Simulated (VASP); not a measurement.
Runs of VASP 6.6.1 on Nb. The structure is cubic, space group Im-3m (No. 229). The conventional cell has a = 3.328 Å, b = 3.328 Å, c = 3.328 Å, α = 90.00°, β = 90.00°, γ = 90.00°. Nb (site symmetry m-3m) has 14 Nb at 2.88 to 3.33 Å within 3.8 Å. 

```csv
task,spin,fixed moment (μB),k mesh for the DOS,occupations for the DOS,pressure (GPa),moment (μB)
single point,"collinear, zero start",0.0,-,-,-3.1,0.00
single point,"collinear, ferromagnetic start",0.6,-,-,-1.3,0.60
single point,"collinear, ferromagnetic start",0.4,-,-,(a),0.40
single point,"collinear, ferromagnetic start",0.9,-,-,(b),0.90
single point,"collinear, ferromagnetic start",0.2,-,-,-3.2,0.20
density of states,"collinear, ferromagnetic start",-,24 × 24 × 24,tetrahedron,-,0.00
single point,off,-,-,-,-3.1,-
single point,"collinear, ferromagnetic start",1.2,-,-,3.4,1.20
single point,"collinear, ferromagnetic start",1.6,-,-,8.8,1.60
```

Alike in all rows: level PBE; potentials or basis VASP PAW PBE potentials, release 64 (Nb_sv); cell as given; k mesh 16 × 16 × 16; cutoff (eV) 520; smearing fermi-dirac 0.05 eV.

**Question.** Fill in the values left out.

**Answer.** (a) -2.3; (b) 0.6.

Caveats: the total moment is fixed, so each spin has its own Fermi level (some runs); tetrahedron occupations give inexact forces and stress in metals (some runs).
